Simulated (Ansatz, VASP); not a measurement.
# One calculation of CsGd2, two programs

```
Cs Gd
1.0
     0.00000    3.99265    3.99265
     3.99265    0.00000    3.99265
     3.99265    3.99265    0.00000
Cs Gd
1 2
Direct
  0.50000 0.50000 0.50000
  0.25000 0.25000 0.25000
  0.75000 0.75000 0.75000
```

Alike in both runs: functional PBE; k mesh 4 × 4 × 4; occupations gaussian, width 0.1 eV; collinear spin.

Ansatz relaxed the structure, and its values are those at the end. VASP's run is a single point on that final structure, the one shown.

```csv
,VASP,Ansatz
version,VASP 6.6.1,Ansatz 0.2.0
potentials or method,"VASP PAW PBE potentials, release 64 (Cs_sv, Gd), cutoff 520 eV","scalar-relativistic, plane waves, PAW"
valence electrons in the cell,45,45
```

```csv
,VASP,Ansatz,Ansatz less VASP
gap on the k mesh at the Fermi level (eV),none,none,-
pressure (GPa),0.2,0.2,-0.02
net moment per atom (μB),4.88,4.89,+0.003
size of the moment on the site where the two differ most (μB),6.82,7.08,+0.258
```

Site moments also hang on the region over which each program counts them. A gap of «none» marks a metal or a gap that the smearing closes.

Neither program's run includes spin-orbit coupling.
